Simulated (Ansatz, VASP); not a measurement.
# Two plane-wave programs on Mo

The input INCAR:

```
SYSTEM = Mo
PREC = Accurate ; ENCUT = 500
EDIFF = 1E-6 ; ISMEAR = -1
SIGMA = 0.1 ; LREAL = .FALSE.
LASPH = .TRUE. ; NELM = 120
ALGO = Normal ; ISIF = 2
LWAVE = .FALSE. ; LCHARG = .FALSE.
GGA = CA ; NBANDS = 13
GGA_COMPAT = .FALSE.
```

File KPOINTS:

```
regular mesh
0
G
  14 14 14
  0 0 0
```

POSCAR

```
Mo
1.0
    2.6563492484      0.0000000000      0.0000000000
    0.0000000000      2.6563492484      0.0000000000
    0.0000000000      0.0000000000      2.6563492484
Mo
1
Direct
    0.0000000000      0.0000000000      0.0000000000
```

Input for Ansatz:

```yaml
crystal:
  lattice:
    - [2.6563492484, 0.0, 0.0]
    - [0.0, 2.6563492484, 0.0]
    - [0.0, 0.0, 2.6563492484]
  atoms:
    - { symbol: Mo, position: [0.0, 0.0, 0.0] }
hamiltonian:
  xc: lda
  pseudopotentials:
    kind: paw
    azcp:
      Mo: "pseudopotentials/Mo.paw.azcp"
basis:
  ecutwfc: 420
  fft_grid_basis: typed
kpoints:
  mp_grid: { grid: [14, 14, 14], shift: [0, 0, 0] }
magnetization:
  spin_polarized: false
scf:
  occupations: { method: fermi_dirac, width: 0.1 }
  lower_state_search: "off"
output:
  stress: true
```

Alike in both runs: task single point; functional LDA; k mesh 14 × 14 × 14; occupations fermi-dirac, width 0.1 eV; no spin polarisation.

```csv
,VASP,Ansatz
version,VASP 6.6.1,Ansatz 0.2.0
potentials or method,"VASP PAW LDA potentials, release 64 (Mo_sv), cutoff 500 eV","plane waves (420 eV) with PAW, scalar-relativistic"
valence electrons in the cell,14,14
```

```csv
,VASP,Ansatz,Ansatz less VASP
pressure (GPa),-19.5,-20.1,-0.63
```

Ansatz warns that its potentials were made for another functional, while VASP's fit it. LDA's correlation is that of Perdew and Zunger in VASP and of Perdew and Wang (1992) in Ansatz.
